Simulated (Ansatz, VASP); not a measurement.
# One calculation of Sn4Se3S, two programs

```
Sn Se S
1.0
     4.25130    0.00000    0.00000
     0.00000    4.25130    0.00000
     0.00000    0.00000   12.02148
Sn Se S
4 3 1
Direct
  0.00000 0.00000 0.75565
  0.50000 0.50000 0.00000
  0.00000 0.00000 0.24435
  0.50000 0.50000 0.50000
  0.50000 0.50000 0.24878
  0.00000 0.00000 0.50000
  0.50000 0.50000 0.75122
  0.00000 0.00000 0.00000
```

Alike in both runs: functional PBE; k mesh 8 × 8 × 4; occupations gaussian, width 0.02 eV; no spin polarisation.

Ansatz relaxed the structure, and its values are those at the end. VASP's run is a single point on that final structure, the one shown.

```csv
,VASP,Ansatz
version,VASP 6.6.1,Ansatz 0.2.0
potentials or method,"VASP PAW PBE potentials, release 64 (Sn_d, Se, S), cutoff 520 eV","scalar-relativistic, plane waves, PAW"
valence electrons in the cell,80,110
```

|  | VASP | Ansatz | Ansatz less VASP |
| --- | --- | --- | --- |
| gap on the k mesh at the Fermi level (eV) | 0.15 | 0.15 | +0.001 |
| least direct gap on the mesh (eV) | 0.15 | 0.15 | +0.001 |
| pressure (GPa) | 0.0 | 0.0 | +0.01 |

VASP's potentials hold 80 valence electrons a cell and Ansatz's 110, so a difference there can come from the potentials and not from the codes.
